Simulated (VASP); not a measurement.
A run of VASP 6.6.1 is set up as follows.

File INCAR:

```
PREC = Accurate ; ENCUT = 520
EDIFF = 1E-6 ; ISMEAR = 0
SIGMA = 0.15 ; LREAL = False
LASPH = True ; NELM = 100
ALGO = Fast ; ISIF = 2
LWAVE = False ; LCHARG = True
GGA = PE ; LELF = True
LVHAR = True ; NBANDS = 25
```

Contents of KPOINTS:

```
regular mesh
0
Gamma
  12 12 14
```

Contents of POSCAR:

```
Ti
1.0
    4.5333000000      0.0000000000      0.0000000000
   -2.2666500000      3.9259529630      0.0000000000
    0.0000000000      0.0000000000      3.0583000000
Ti
3
Direct
    0.0000000000      0.0000000000      0.0000000000
    0.3333333333      0.6666666667      0.5000000000
    0.6666666667      0.3333333333      0.5000000000
```

Potentials or basis: VASP PAW PBE potentials, release 64 (Ti_sv).

Run with:

```sh
$ cat potpaw_PBE.64/Ti_sv/POTCAR > POTCAR
$ mpirun -np 1 vasp_std > vasp.out
```

Question: What does it give for the pressure?

Answer: -5.8 GPa.

Question: What does it give for the band gap on the k mesh?

Answer: Zero (bands 18 and 19 overlap by 0.53 eV).

Stress tensor (GPa, compression positive):
```
 -1.32   0.00   0.00
  0.00  -1.32   0.00
  0.00   0.00 -14.61
```

Caveat: the cell stands under tension.
